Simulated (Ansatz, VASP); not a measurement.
# One calculation of LiF, two programs

POSCAR

```
LiF
1.0
    2.5879718101      0.0000000000      0.0000000000
    0.0000000000      2.5162584444      0.0000000000
    0.0000000000      0.0000000000      2.5162584444
Li F
1 1
Direct
    0.0000000000      0.0000000000      0.0000000000
    0.5000000000      0.5000000000      0.5000000000
```

The input INCAR.step1:

```
ALGO = Normal
EDIFF = 1E-4
ENCUT = 520
GGA = PE
ISMEAR = 0
LASPH = T
LCHARG = F
LREAL = F
LWAVE = T
NBANDS = 12
NELM = 100
PREC = Accurate
SIGMA = 0.01
```

INCAR.step2

```
ALGO = Normal
EDIFF = 1E-6
ENCUT = 520
ISIF = 2
ISMEAR = 0
ISTART = 1
LASPH = T
LCHARG = F
LMIXTAU = T
LREAL = F
LWAVE = F
METAGGA = R2SCAN
NBANDS = 12
NELM = 100
PREC = Accurate
SIGMA = 0.01
```

KPOINTS

```
k-points
0
Gamma
  10 10 10
```

Input for Ansatz:

```yaml
crystal:
  lattice:
    - [2.5879718101, 0.0, 0.0]
    - [0.0, 2.5162584444, 0.0]
    - [0.0, 0.0, 2.5162584444]
  atoms:
    - { symbol: Li, position: [0.0, 0.0, 0.0] }
    - { symbol: F, position: [0.5, 0.5, 0.5] }
kpoints:
  mp_grid: { grid: [10, 10, 10] }
  band_path:
    path:
      - [0.0, 0.0, 0.0]
      - [0.0, 0.5, 0.0]
      - [0.5, 0.5, 0.0]
      - [0.5, 0.5, 0.5]
      - [0.5, 0.0, 0.5]
    npoints: 1
hamiltonian:
  xc: r2scan
scf:
  occupations: { method: fixed }
  n_extra_bands: 4
output:
  forces: true
  stress: true
  eigenvalues: true
  write_density: true
  write_potential: true
  elf: true
  volumetric_format: npy
```

Change from the starting cell: uniaxial_x strain +2.9%.

Alike in both runs: task single point; functional r2SCAN; k mesh 10 × 10 × 10; no spin polarisation.

|  | VASP | Ansatz |
| --- | --- | --- |
| version | VASP 6.6.1 | Ansatz 0.2.0 |
| potentials or method | VASP PAW PBE potentials, release 64 (Li_sv, F) | plane waves, PAW |
| plane-wave cutoff (eV) | 520 | 500 |
| occupations | gaussian, width 0.01 eV | fixed |
| valence electrons in the cell | 10 | 10 |

VASP gave:

| Property | Result |
| --- | --- |
| gap on the k mesh at the Fermi level (eV) | 8.75 |

Question: Estimate Ansatz's values.

Answer: gap on the k mesh at the Fermi level (eV): 8.58.

VASP's potentials were made for PBE, not for r2SCAN.

Noted on VASP's run: the cutoff is short for stress, so the pressure is rough.
